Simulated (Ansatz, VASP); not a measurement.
# As: VASP beside Ansatz

The input INCAR:

```
SYSTEM = As
PREC = Accurate ; ENCUT = 520
EDIFF = 1E-7 ; ISMEAR = 0
SIGMA = 0.1 ; LREAL = .FALSE.
LASPH = .TRUE. ; NELM = 100
ALGO = Normal ; ISIF = 2
LWAVE = .FALSE. ; LCHARG = .FALSE.
GGA = PE ; NBANDS = 8
```

File KPOINTS:

```
Automatic mesh
0
G
  8 8 8
  0 0 0
```

The input POSCAR:

```
As
1.0
    0.0000000000      1.9155175700      3.1659478900
    1.7751454700      0.0000000000      3.1659478900
    1.7751454700      1.9155175700      0.0000000000
As
1
Direct
    0.0000000000      0.0000000000      0.0000000000
```

Input for Ansatz:

```yaml
crystal:
  lattice:
    - [0.0, 1.91551757, 3.16594789]
    - [1.77514547, 0.0, 3.16594789]
    - [1.77514547, 1.91551757, 0.0]
  atoms:
    - { symbol: As, position: [0.0, 0.0, 0.0] }
basis:
  ecutwfc: 420
kpoints:
  mp_grid: { grid: [8, 8, 8] }
hamiltonian:
  xc: pbe
scf:
  occupations: { method: gaussian, width: 0.1 }
  lower_state_search: "off"
output:
  forces: true
  stress: true
  eigenvalues: true
```

Alike in both runs: task single point; functional PBE; k mesh 8 × 8 × 8; occupations gaussian, width 0.1 eV; no spin polarisation.

```csv
,VASP,Ansatz
version,VASP 6.6.1,Ansatz 0.2.0
potentials or method,"VASP PAW PBE potentials, release 64 (As), cutoff 520 eV","scalar-relativistic, plane waves, PAW"
valence electrons in the cell,5,15
```

VASP gave:

| Property | Result |
| --- | --- |
| gap on the k mesh at the Fermi level (eV) | none |
| pressure (GPa) | 1.4 |
| traceless stress, the component that is largest in VASP (GPa) | 4.64 |

Problem. Estimate Ansatz's values.

Solution. gap on the k mesh at the Fermi level (eV): none; pressure (GPa): 1.3; traceless stress, the component that is largest in VASP (GPa): 4.58.

A gap of «none» marks a metal or a gap that the smearing closes. VASP's potentials hold 5 valence electrons a cell and Ansatz's 15, so a difference there can come from the potentials and not from the codes.
